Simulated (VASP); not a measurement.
Write the native input for VASP 6.6.1 that does the following.

| Item | Value |
| --- | --- |
| Task | single point |
| Functional | PBE |
| Potentials or basis | VASP PAW PBE potentials, release 64 (Ga_d, Te, O) |
| Cutoff | 520 eV |
| k mesh | 6 × 6 × 4 |
| Occupations | gaussian, width 0.1 eV |
| Spin | no spin polarisation |
| Dipole correction | no |
| Further INCAR settings | ALGO = Normal; EDIFF = 1e-06; NBANDS = 30 |

The structure of Ga2Te2O lies in POSCAR:

```
Ga2Te2O
1.0
    4.7766072279      0.0000000000      0.0000000000
   -2.3883036139      4.1366632033      0.0000000000
    0.0000000000      0.0000000000      7.4401607425
Ga Te O
2 2 1
Direct
    0.3333333333      0.6666666667      0.5000000000
    0.6666666667      0.3333333333      0.5000000000
    0.0000000000      0.0000000000      0.2735081645
    0.0000000000      0.0000000000      0.7264918355
    0.0000000000      0.0000000000      0.0000000000
```

One way to write it, as run:

INCAR

```
PREC = Accurate
ENCUT = 520
EDIFF = 1E-6
ISMEAR = 0
SIGMA = 0.1
LREAL = F
LASPH = T
NELM = 80
ALGO = Normal
ISIF = 2
LWAVE = F
LCHARG = T
GGA = PE
LELF = T
LVHAR = T
NBANDS = 30
```

KPOINTS

```
regular mesh
0
Gamma
  6 6 4
```

Potentials or basis: VASP PAW PBE potentials, release 64 (Ga_d, Te, O).

The run is started by

```console
$ cat potpaw_PBE.64/Ga_d/POTCAR potpaw_PBE.64/Te/POTCAR potpaw_PBE.64/O/POTCAR > POTCAR
$ mpirun -np 1 vasp_std > vasp.out
```

It gave:

```yaml
Pressure: -0.4 GPa
Largest_force: 0.015 eV/Å
Band_gap_on_the_k_mesh: zero (band 22 reaches 3.63 eV, above the bottom of band 23 at 2.18 eV)
```

Caveat: spin-orbit coupling is left out, which moves the levels of the heavy elements.

Run time: 57 s on 1 thread of Intel(R) Xeon(R) 6975P-C (Granite Rapids), on a shared host, peak memory 0.3 GiB.
